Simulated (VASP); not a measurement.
ZrO2, 3 atoms in the cell. The structure is cubic, space group Fm-3m (No. 225). The conventional cell has a = 4.943 Å, b = 4.943 Å, c = 4.943 Å, α = 90.00°, β = 90.00°, γ = 90.00°. Zr (site symmetry m-3m) has 8 O at 2.14 Å within 2.8 Å. Within 2.8 Å of O (site symmetry -43m) lie 4 Zr at 2.14 Å and 6 O at 2.47 Å. 

- Program: VASP 6.6.1
- Task: single point
- Functional: LDA
- Potentials or basis: VASP PAW LDA potentials, release 64 (Zr_sv, O)
- Cutoff: 600 eV
- k mesh: 8 × 8 × 8
- Occupations: gaussian, width 0.01 eV
- Spin: no spin polarisation
- Dipole correction: no
- Further INCAR settings: ALGO = Normal; EDIFF = 1e-06; NBANDS = 19

Potentials or basis: VASP PAW LDA potentials, release 64 (Zr_sv, O).

The run is started by

```sh
$ cat potpaw_LDA.64/Zr_sv/POTCAR potpaw_LDA.64/O/POTCAR > POTCAR
$ mpirun -np 1 vasp_std > vasp.out
```

Hardware: 1 thread of AMD EPYC 9R45 96-Core Processor (Zen 5) (shared host).

How long does it take, and how much memory?

Run time: 12 s on 1 thread of AMD EPYC 9R45 96-Core Processor (Zen 5), with other jobs on the host, peak memory 0.12 GiB. Counts: scf iterations 14, k points 29.
